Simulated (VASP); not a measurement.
Runs of VASP 6.6.1 on PtSe2. The structure is that of space group R-3m (No. 166), or close to it. The cells are those of the table. 

```csv
level,cell,smearing,gap on the mesh (eV),pressure (GPa),largest force (eV/Å)
r2SCAN,"a = 6.155 Å, angles 35.5°, 3 atoms",gaussian 0.01 eV,(b),(a),0.02
PBE,"a = 6.139, b = 6.146, c = 6.142 Å, angles 35.1, 34.8, 35.0°, 3 atoms",fermi-dirac 0.02 eV,0.36,3.6,0.14
PBE,"a = 6.155 Å, angles 35.5°, 3 atoms",fermi-dirac 0.02 eV,0.35,1.2,0.10
r2SCAN,"a = 6.139, b = 6.146, c = 6.142 Å, angles 35.1, 34.8, 35.0°, 3 atoms",gaussian 0.01 eV,0.50,1.3,0.02
```

Alike in all rows: task single point; potentials or basis VASP PAW PBE potentials, release 64 (Pt, Se); no spin polarisation; k mesh 8 × 8 × 8; cutoff (eV) 520.

Task: Estimate the missing entries.

Result: (a) -1.1; (b) 0.53.

Caveats: spin-orbit coupling is left out, which moves the levels of the heavy elements; the PAW data sets were made with another functional, which shifts forces and pressure a little (some runs).

A k mesh can miss the band edges, and the runs leave out spin-orbit coupling on Pt, Se.
